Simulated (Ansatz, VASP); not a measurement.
# Two plane-wave programs on BaTiO3

```
Ba Ti O
1.0
     2.82767    1.63255    2.31773
    -2.82767    1.63255    2.31773
     0.00000   -3.26511    2.31773
Ba Ti O
1 1 3
Direct
  0.00000 0.00000 0.00000
  0.51400 0.51400 0.51400
  0.49160 0.49160 0.98150
  0.49160 0.98150 0.49160
  0.98150 0.49160 0.49160
```

Alike in both runs: task relaxation of cell and atoms; functional PBE; k mesh 6 × 6 × 6; occupations gaussian, width 0.1 eV; collinear spin.

|  | VASP | Ansatz |
| --- | --- | --- |
| version | VASP 6.6.1 | Ansatz 0.2.0 |
| potentials or method | VASP PAW PBE potentials, release 64 (Ba_sv, Ti_sv, O), cutoff 600 eV | scalar-relativistic, plane waves, PAW |
| valence electrons in the cell | 40 | 40 |

```csv
,VASP,Ansatz,Ansatz less VASP
"gap on the k mesh at the Fermi level, each at its own relaxed structure (eV)",2.58,2.63,+0.049
net moment per atom (μB),0.00,0.00,0.000
relaxed volume (Å³/atom),13.53,13.38,-0.150
relaxed cell length with the largest relative difference (Å),4.075,4.060,-0.0151
```

Ansatz's warnings: seeded moment not kept.

Neither program's run includes spin-orbit coupling.
